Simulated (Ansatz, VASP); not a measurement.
**CsH: VASP beside Ansatz**

The input INCAR:

```
SYSTEM = CsH
  ALGO = Normal
  EDIFF = 1E-6
  ENCUT = 520
  ISIF = 2
  ISMEAR = 0
  LASPH = .TRUE.
  LCHARG = .FALSE.
  LREAL = .FALSE.
  LWAVE = .FALSE.
  NBANDS = 12
  NELM = 100
  PREC = Accurate
  SIGMA = 0.05
```

The input KPOINTS:

```
k-points
0
G
  8 8 8
  0 0 0
```

The input POSCAR:

```
CsH
1.0
    0.0000000000      3.1880000000      3.3155200000
    3.1880000000      0.0000000000      3.3155200000
    3.1880000000      3.1880000000      0.0000000000
Cs H
1 1
Direct
    0.0000000000      0.0000000000      0.0000000000
    0.5000000000      0.5000000000      0.5000000000
```

Input for Ansatz:

```yaml
crystal:
  lattice:
    - [0.0, 3.188, 3.31552]
    - [3.188, 0.0, 3.31552]
    - [3.188, 3.188, 0.0]
  atoms:
    - { symbol: Cs, position: [0.0, 0.0, 0.0] }
    - { symbol: H, position: [0.5, 0.5, 0.5] }
basis:
  ecutwfc: 420
kpoints:
  mp_grid: { grid: [8, 8, 8] }
hamiltonian:
  xc: lda
scf:
  occupations: { method: gaussian, width: 0.05 }
output:
  forces: true
  stress: true
  eigenvalues: true
```

Change from the starting cell: strain +0.000 along x and y, +0.040 along z, atoms carried along.

Alike in both runs: task single point; functional LDA; k mesh 8 × 8 × 8; occupations gaussian, width 0.05 eV; no spin polarisation.

```csv
,VASP,Ansatz
version,VASP 6.6.1,Ansatz 0.2.0
potentials or method,"VASP PAW LDA potentials, release 64 (Cs_sv, H), cutoff 520 eV","scalar-relativistic, plane waves, PAW"
valence electrons in the cell,10,10
```

```tsv
	VASP	Ansatz	Ansatz less VASP
gap on the k mesh at the Fermi level (eV)	1.98	1.99	+0.016
least direct gap on the mesh (eV)	1.98	1.99	+0.016
pressure (GPa)	-1.5	-1.5	-0.01
traceless stress, the component that is largest in VASP (GPa)	-0.36	-0.35	+0.012
```

LDA's correlation is that of Perdew and Zunger in VASP and of Perdew and Wang (1992) in Ansatz.

Neither program's run includes spin-orbit coupling.
